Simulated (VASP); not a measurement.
# InO in VASP: relaxation of cell and atoms with PBE

Aim: the relaxation of cell and atoms of InO with PBE.

Program: VASP 6.6.1. These are calculated values, not measurements. Logs are shortened: lines on timing, memory, paths and dates and some standing lists are left out, and cuts for length are marked.

## Step 1: The cell of the first run

The cell holds a slab with vacuum, 4 atoms: a = 3.454 Å, b = 3.454 Å, c = 15.877 Å, α = 90.00°, β = 90.00°, γ = 120.00°.

## Step 2: Relaxation of cell and atoms, PBE

The input, INCAR:

```
SYSTEM = InO
PREC     = Accurate       ! precision mode
ENCUT    = 600            ! plane-wave cutoff, eV
EDIFF    = 1E-6           ! SCF threshold, eV
ISMEAR   = 0              ! smearing method
SIGMA    = 0.02           ! smearing width, eV
LREAL    = .FALSE.        ! projectors in reciprocal space
LASPH    = .TRUE.         ! aspherical terms in the spheres
NELM     = 100            ! most SCF steps
ALGO     = Normal         ! electronic algorithm
ISIF     = 3              ! what is computed and relaxed
LWAVE    = .FALSE.        ! write WAVECAR
LCHARG   = .FALSE.        ! write CHGCAR
GGA      = PE             ! functional
IBRION   = 2              ! ionic algorithm
NSW      = 100            ! ionic steps
EDIFFG   = -0.01          ! ionic threshold
```

The input, KPOINTS:

```
Automatic mesh
0
G
  12 12 4
  0 0 0
```

The input, POSCAR:

```
InO
1.0
    3.4536137400      0.0000000000      0.0000000000
   -1.7268068700      2.9909172300      0.0000000000
    0.0000000000      0.0000000000     15.8770999900
In O
2 2
Direct
    0.6666666700      0.3333333300      0.5900210100
    0.6666666700      0.3333333300      0.4099789900
    0.0000000000      0.0000000000      0.6398670100
    0.0000000000      0.0000000000      0.3601329900
```

Potentials or basis: VASP PAW PBE potentials, release 64 (In_d, O).

Started as:

```bash
> cat potpaw_PBE.64/In_d/POTCAR potpaw_PBE.64/O/POTCAR > POTCAR
> mpirun -np 1 vasp_std > vasp.out
```

OUTCAR:

```text
SYSTEM = InO
   PREC = Accurate
   ENCUT = 600
   EDIFF = 1E-6
   ISMEAR = 0
   LREAL = .FALSE.
   LASPH = .TRUE.
   NELM = 100
   ISIF = 3
   GGA = PE
   IBRION = 2
   NSW = 100
   EDIFFG = -0.01

 ion  position               nearest neighbor table
   1  0.667  0.333  0.590-   3 2.15   3 2.15   3 2.15   2 2.86
   2  0.667  0.333  0.410-   4 2.15   4 2.15   4 2.15   1 2.86
   3  0.000  0.000  0.640-   1 2.15   1 2.15   1 2.15
   4  0.000  0.000  0.360-   2 2.15   2 2.15   2 2.15

  LATTYP: Found a hexagonal cell.
 ALAT       =     3.4536137400
 C/A-ratio  =     4.5972425365

  Lattice vectors:

 A1 = (   3.4536137400,   0.0000000000,   0.0000000000)
 A2 = (  -1.7268068700,   2.9909172300,   0.0000000000)
 A3 = (   0.0000000000,   0.0000000000,  15.8770999900)

Analysis of symmetry for initial positions (statically):
=====================================================================
 Subroutine PRICEL returns:
 Original cell was already a primitive cell.

 Routine SETGRP: Setting up the symmetry group for a
 hexagonal supercell.

 Subroutine GETGRP returns: Found 12 space group operations
 (whereof 12 operations were pure point group operations)
 out of a pool of 24 trial point group operations.

The static configuration has the point symmetry D_3h.

Analysis of symmetry for dynamics (positions and initial velocities):
=====================================================================
 Subroutine PRICEL returns:
 Original cell was already a primitive cell.

 Routine SETGRP: Setting up the symmetry group for a
 hexagonal supercell.

 Subroutine GETGRP returns: Found 12 space group operations
 (whereof 12 operations were pure point group operations)
 out of a pool of 24 trial point group operations.

The dynamic configuration has the point symmetry D_3h.

 Subroutine INISYM returns: Found 12 space group operations
 (whereof 12 operations are pure point group operations),
 and found     1 'primitive' translations

----------------------------------------------------------------------------------------

                                     Primitive cell

  volume of cell :     164.0021

  direct lattice vectors                    reciprocal lattice vectors
     3.453613740  0.000000000  0.000000000     0.289551778  0.167172797  0.000000000
    -1.726806870  2.990917230  0.000000000     0.000000000  0.334345595  0.000000000
     0.000000000  0.000000000 15.877099990     0.000000000  0.000000000  0.062983794

  length of vectors
     3.453613740  3.453613737 15.877099990     0.334345594  0.334345595  0.062983794

  position of ions in fractional coordinates (direct lattice)
     0.666666670  0.333333330  0.590021010
     0.666666670  0.333333330  0.409978990
     0.000000000  0.000000000  0.639867010
     0.000000000  0.000000000  0.360132990

  ion indices of the primitive-cell ions
   primitive index   ion index
                 1           1
                 2           2
                 3           3
                 4           4

----------------------------------------------------------------------------------------

 KPOINTS: Automatic mesh

Automatic generation of k-mesh.
 Grid dimensions read from file:
 generate k-points for:   12   12    4

 Generating k-lattice:

  Cartesian coordinates                     Fractional coordinates (reciprocal lattice)
     0.024129315  0.013931066  0.000000000     0.083333333  0.000000000  0.000000000
     0.000000000  0.027862133  0.000000000     0.000000000  0.083333333  0.000000000
     0.000000000  0.000000000  0.015745949     0.000000000  0.000000000  0.250000000

  Length of vectors
     0.027862133  0.027862133  0.015745949

  Shift w.r.t. Gamma in fractional coordinates (k-lattice)
     0.000000000  0.000000000  0.000000000

 Subroutine IBZKPT returns following result:
 ===========================================

 Found     57 irreducible k-points:

 Following reciprocal coordinates:
            Coordinates               Weight
  0.000000  0.000000  0.000000      1.000000
  0.083333  0.000000  0.000000      6.000000
  0.166667  0.000000  0.000000      6.000000
  0.250000  0.000000  0.000000      6.000000
  0.333333  0.000000  0.000000      6.000000
  0.416667 -0.000000  0.000000      6.000000
[... 16 lines left out ...]
  0.250000  0.000000  0.250000     12.000000
  0.333333  0.000000  0.250000     12.000000
 [... further k-points ...]
   k-points           NKPTS =     57   k-points in BZ     NKDIM =     57   number of bands    NBANDS=     23
   number of dos      NEDOS =    301   number of ions     NIONS =      4
   total plane-waves  NPLWV = 100352
   dimension x,y,z NGX =    28 NGY =   28 NGZ =  128
   dimension x,y,z NGXF=    56 NGYF=   56 NGZF=  256
   ions per type =               2   2
   NGX,Y,Z   is equivalent  to a cutoff of  13.48, 13.48, 13.40 a.u.
   NGXF,Y,Z  is equivalent  to a cutoff of  26.96, 26.96, 26.81 a.u.
 SYSTEM =  InO
   PREC   = accura    normal or accurate (medium, high low for compatibility)
   ISTART =      0    job   : 0-new  1-cont  2-samecut
   ICHARG =      2    charge: 1-file 2-atom 10-const
   ISPIN  =      1    spin polarized calculation?
   LNONCOLLINEAR =      F non collinear calculations
   LSORBIT =      F    spin-orbit coupling
   LASPH  =      T    aspherical Exc in radial PAW
   ENCUT  =  600.0 eV  44.10 Ry    6.64 a.u.   6.90  6.90 31.71*2*pi/ulx,y,z
   NELM   =    100;   NELMIN=  2; NELMDL= -5     # of ELM steps
   EDIFF  = 0.1E-05   stopping-criterion for ELM
   LREAL  =      F    real-space projection
   EDIFFG = -.1E-01   stopping-criterion for IOM
   NSW    =    100    number of steps for IOM
   IBRION =      2    ionic relax: 0-MD 1-quasi-New 2-CG
   NFREE  =      1    steps in history (QN), initial steepest desc. (CG)
   ISIF   =      3    stress and relaxation
   ISYM   =      2    0-nonsym 1-usesym 2-fastsym
   POTIM  = 0.5000    time-step for ionic-motion
   TEBEG  =    0.0;   TEEND  =   0.0 temperature during run
   PSTRESS=    0.0 pullay stress
   NELECT =      38.0000    total number of electrons
   NUPDOWN=      -1.0000    fix difference up-down
   EMIN   =  10.00;   EMAX   =-10.00  energy-range for DOS
   EFERMI =   0.00;   METHOD = LEGACY
   ISMEAR =     0;   SIGMA  =   0.02  broadening in eV -4-tet -1-fermi 0-gaus
   EFERMI_NEDOS =   21; number of points for ismear=-14 and -15
   IALGO  =     38    algorithm
   IMIX   =      4    mixing-type and parameters
     AMIX     =   0.40;   BMIX     =  1.00
     AMIX_MAG =   1.60;   BMIX_MAG =  1.00
  volume/ion in A,a.u.               =      41.00       276.69
  Fermi-wavevector in a.u.,A,eV,Ry     =   1.005510  1.900138 13.756166  1.011050
  Thomas-Fermi vector in A             =   2.138194
   LORBIT       =      0    0 simple, 1 ext, 2 COOP (PROOUT), +10 PAW based schemes
   GGA     = PE    functional components
   LHFCALC =     F    Hartree Fock is set to
   AEXX    =    0.0000 exact exchange contribution
   IVDW    =     0    specifies the selected vdW correction
   LEPSILON=     F    determine dielectric tensor
   LRPA    =     F    only Hartree local field effects (RPA)
 conjugate gradient relaxation of ions
 non-spin polarized calculation
 Gauss-broadening in eV      SIGMA  =   0.02
  energy-cutoff  :      600.00
  volume of cell :      164.00
 maximum number of plane-waves:      5502
 NGX is ok and might be reduce to    28
   NGX = 13   NGY = 13   NGZ = 63

--------------------------------------- Ionic step        1  -------------------------------------------

 number of electron      38.0000000 magnetization

 Free energy of the ion-electron system (eV)
  ---------------------------------------------------
  ext. energy  EPLUGINS =         0.00000000
  ---------------------------------------------------
  free energy    TOTEN  =       -19.42757340 eV

  energy without entropy =      -19.42757340  energy(sigma->0) =      -19.42757340

------------------------ aborting loop because EDIFF is reached ----------------------------------------

  FORCE on cell =-STRESS in cart. coord.  units (eV):
  Direction    XX          YY          ZZ          XY          YZ          ZX
  --------------------------------------------------------------------------------------
  -------------------------------------------------------------------------------------
  Total       -0.0846962     -0.0846962     -0.1121097      0.0000000      0.0000000      0.0000000
  in kB       -0.8274186     -0.8274185     -1.0952273      0.0000000      0.0000000      0.0000000
  external PRESSURE =      -0.9166881 kB  Pullay stress =       0.0000000 kB

 VOLUME and BASIS-vectors are now :
 -----------------------------------------------------------------------------
  energy-cutoff  :      600.00
  volume of cell :      164.00
      direct lattice vectors                 reciprocal lattice vectors
     3.453613740  0.000000000  0.000000000     0.289551778  0.167172797  0.000000000
    -1.726806870  2.990917230  0.000000000     0.000000000  0.334345595  0.000000000
     0.000000000  0.000000000 15.877099990     0.000000000  0.000000000  0.062983794
[... 77 lines left out ...]
 POSITION                                       TOTAL-FORCE (eV/Angst)
 -----------------------------------------------------------------------------------
      1.72572      0.99634      9.36026         0.000000      0.000000     -0.003847
      1.72572      0.99634      6.50356         0.000000     -0.000000      0.003847
     -0.00000      0.00000     10.15034         0.000000     -0.000000      0.008072
     -0.00000      0.00000      5.71349        -0.000000     -0.000000     -0.008072
 -----------------------------------------------------------------------------------
    total drift:                               -0.000009      0.000006     -0.000000

  FREE ENERGIE OF THE ION-ELECTRON SYSTEM (eV)
  ---------------------------------------------------
  free  energy   TOTEN  =       -19.4276883182 eV

  energy  without entropy=      -19.4276883182  energy(sigma->0) =      -19.42768832

--------------------------------------- Ionic step        4  -------------------------------------------

 number of electron      37.9999999 magnetization

 Free energy of the ion-electron system (eV)
  ---------------------------------------------------
  ext. energy  EPLUGINS =         0.00000000
  ---------------------------------------------------
  free energy    TOTEN  =       -19.42771710 eV

  energy without entropy =      -19.42771710  energy(sigma->0) =      -19.42771710

 E-fermi :  -1.4608     XC(G=0):  -4.8457

 val. band max:       -1.6126901889   @ k =   0.3333   0.3333   0.2500
 cond. band min:      -1.2511340120   @ k =   0.0000   0.0000   0.5000
 fundamental gap:      0.3615561769
 Fermi energy:        -1.4607774938

 k-point     1 :       0.0000    0.0000    0.0000
  band No.  band energies     occupation
      1     -19.2851      2.00000
      2     -19.2651      2.00000
      3     -15.1575      2.00000
      4     -15.1575      2.00000
      5     -15.1132      2.00000
      6     -15.1132      2.00000
[... 15 lines left out ...]
     22       4.5865      0.00000
     23       4.6171      0.00000
[... 575 lines left out ...]
      1     -19.1944      2.00000
      2     -19.1836      2.00000
      3     -15.1761      2.00000
      4     -15.0351      2.00000
      5     -15.0062      2.00000
      6     -14.9298      2.00000
[... 15 lines left out ...]
     22       4.4081      0.00000
     23       4.9300      0.00000

 [... further k-points ...]

------------------------ aborting loop because EDIFF is reached ----------------------------------------

  FORCE on cell =-STRESS in cart. coord.  units (eV):
  Direction    XX          YY          ZZ          XY          YZ          ZX
  --------------------------------------------------------------------------------------
  -------------------------------------------------------------------------------------
  Total        0.0088212      0.0088212     -0.0382294      0.0000000      0.0000000      0.0000000
  in kB        0.0863934      0.0863934     -0.3744131      0.0000000      0.0000000      0.0000000
  external PRESSURE =      -0.0672088 kB  Pullay stress =       0.0000000 kB

 VOLUME and BASIS-vectors are now :
 -----------------------------------------------------------------------------
  energy-cutoff  :      600.00
  volume of cell :      163.59
      direct lattice vectors                 reciprocal lattice vectors
     3.451921039  0.000000000  0.000000000     0.289693764  0.167254773 -0.000000000
    -1.725960519  2.989451308 -0.000000000     0.000000000  0.334509546 -0.000000000
     0.000000000  0.000000000 15.852743615     0.000000000  0.000000000  0.063080563

 POSITION                                       TOTAL-FORCE (eV/Angst)
 -----------------------------------------------------------------------------------
      1.72596      0.99648      9.35361         0.000000      0.000000      0.006604
      1.72596      0.99648      6.49913        -0.000000      0.000000     -0.006604
      3.45192      0.00000     10.14352        -0.000000      0.000000      0.008343
      1.72596      2.98945      5.70923        -0.000000     -0.000000     -0.008343
 -----------------------------------------------------------------------------------
    total drift:                               -0.000009      0.000006     -0.000000

  FREE ENERGIE OF THE ION-ELECTRON SYSTEM (eV)
  ---------------------------------------------------
  free  energy   TOTEN  =       -19.4277170989 eV

  energy  without entropy=      -19.4277170989  energy(sigma->0) =      -19.42771710

 reached required accuracy - stopping structural energy minimisation
```

It took 43 min on 1 thread of Intel Xeon 8259CL, shared host; peak memory 0.48 GiB.

Results:

```
Free energy                           : -19.4277 eV
Relaxed cell                          : a = 3.452 Å, b = 3.452 Å, c = 15.853 Å, α = 90.00°, β = 90.00°, γ = 120.00°
Space group after relaxing (to 0.1 Å) : P-6m2 (No. 187)
Energy gained by relaxing             : 0.0 meV/atom
Ionic steps                           : 4
Largest force after relaxing          : 0.008 eV/Å
Band gap on the k mesh                : 0.36 eV (least direct gap 1.10 eV)
```

Forces on the atoms (eV/Å):
```
In   0.000  0.000  0.007
In   0.000  0.000 -0.007
O    0.000  0.000  0.008
O    0.000  0.000 -0.008
```

The path:
```
step  energy change (eV)  largest force (eV/Å)  pressure (GPa)  volume (Å³)
   1              0.0000                0.0135           -0.09       164.00
   2             -0.0001                0.0228            0.02       163.45
   3             -0.0001                0.0081            0.00       163.66
   4             -0.0001                0.0083           -0.01       163.59
```

Final structure:
```cif
data_structure
_symmetry_space_group_name_H-M 'P 1'
_symmetry_Int_Tables_number 1
_cell_length_a 3.4519
_cell_length_b 3.4519
_cell_length_c 15.8527
_cell_angle_alpha 90.000
_cell_angle_beta 90.000
_cell_angle_gamma 120.000
_cell_volume 163.59
loop_
_atom_site_label
_atom_site_type_symbol
_atom_site_fract_x
_atom_site_fract_y
_atom_site_fract_z
_atom_site_occupancy
In1 In 0.66667 0.33333 0.59003 1
In2 In 0.66667 0.33333 0.40997 1
O1 O 0.00000 0.00000 0.63986 1
O2 O 0.00000 0.00000 0.36014 1
```

Levels at points of the mesh, in eV from the valence-band top:
| k point | band 15 | band 16 | band 17 | band 18 | band 19 | band 20 | band 21 | band 22 | band 23 |
| --- | --- | --- | --- | --- | --- | --- | --- | --- | --- |
| (0.00, 0.00, 0.00) | -1.71 | -1.71 | -1.68 | -1.68 | -0.73 | 0.36 | 3.28 | 6.20 | 6.23 |
| (0.50, 0.00, 0.00) | -2.61 | -2.60 | -2.50 | -1.96 | -0.23 | 2.31 | 4.15 | 5.39 | 6.86 |
| (0.00, 0.00, 0.50) | -1.71 | -1.71 | -1.68 | -1.68 | -0.73 | 0.36 | 3.28 | 5.97 | 6.66 |
| (0.50, 0.00, 0.50) | -2.61 | -2.60 | -2.50 | -1.96 | -0.23 | 2.31 | 4.15 | 5.39 | 6.86 |

Caveat: spin-orbit coupling is left out, which moves the levels of the heavy elements.
